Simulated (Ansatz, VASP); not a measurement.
## Si12N16O in VASP and in Ansatz

```xyz
29
Lattice="7.6639 0.0000 0.0000 -3.8320 6.6372 0.0000 0.0000 0.0000 5.8525" Properties=species:S:1:pos:R:3 pbc="T T T"
Si   -1.3903    5.4736    2.2247
Si    2.2388    1.5107    0.7614
Si    4.0512    3.9339    0.7725
Si   -0.1570    2.7172    2.2245
Si    1.6207    5.0815    2.2247
Si    5.2868    1.2419    0.8177
Si   -1.3707    5.4519    5.1511
Si    2.2385    1.5104    3.6879
Si    4.0512    3.9346    3.6770
Si   -0.1486    2.7381    5.1509
Si    1.7489    5.0846    5.1514
Si    5.2865    1.2422    3.6303
N     0.0094    4.4494    2.2250
N     3.8549    2.1958    0.7778
N     4.8475    4.4577    2.2246
N    -1.4028    6.4048    0.7535
N     2.4063    4.5141    0.8032
N     1.3917    1.9077    2.2247
N    -0.9770    2.2658    0.7608
N     5.3672    0.2283    2.2240
N     0.0732    4.4713    5.1509
N     3.8546    2.1962    3.6716
N     4.8562    4.4181    5.1511
N    -1.4028    6.4046    3.6959
N     2.4073    4.5173    3.6467
N     1.4372    1.9815    5.1509
N    -0.9766    2.2647    3.6883
N     5.3294    0.3328    5.1502
O    -0.9119   -0.1570   -0.6980
```

Alike in both runs: functional PBE; k mesh 1 × 1 × 1; occupations fermi-dirac, width 0.01 eV; no spin polarisation.

Ansatz relaxed the structure, and its values are those at the end. VASP's run is a single point on that final structure, the one shown.

|  | VASP | Ansatz |
| --- | --- | --- |
| version | VASP 6.6.1 | Ansatz 0.2.0 |
| potentials or method | VASP PAW PBE potentials, release 64 (Si, N, O), cutoff 520 eV | plane-wave PAW DFT |
| valence electrons in the cell | 134 | 134 |

```tsv
	VASP	Ansatz	Ansatz less VASP
rms of the force components (eV/Å)	0.026	0.002	-0.0238
```

Ansatz's warnings: open shared shell at semilocal close.
